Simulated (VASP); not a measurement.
Here is a VASP 6.6.1 calculation.

The input INCAR:

```
SYSTEM = Ir
  PREC = Accurate
  ENCUT = 500
  EDIFF = 1E-6
  ISMEAR = -4
  SIGMA = 0.1
  LREAL = .False.
  LASPH = .True.
  NELM = 120
  ALGO = Normal
  ISIF = 2
  LWAVE = .False.
  LCHARG = .True.
  GGA = PE
  LELF = .True.
  LVHAR = .True.
  NBANDS = 10
  GGA_COMPAT = .False.
```

Contents of KPOINTS:

```
Automatic mesh
0
Gamma
  4 4 4
  0 0 0
```

File POSCAR:

```
Ir
1.0
    0.0000000000      1.9269646676      1.9269646676
    1.9269646676      0.0000000000      1.9269646676
    1.9269646676      1.9269646676      0.0000000000
Ir
1
Direct
    0.0000000000      0.0000000000      0.0000000000
```

Potentials or basis: VASP PAW PBE potentials, release 64 (Ir).

The run is started by

```bash
$ cat potpaw_PBE.64/Ir/POTCAR > POTCAR
$ mpirun -np 1 vasp_std > vasp.out
```

(1) What does it give for the pressure?

Results:

(1) 11.7 GPa.

Caveat: the k points lie up to 0.71 Å⁻¹ apart.
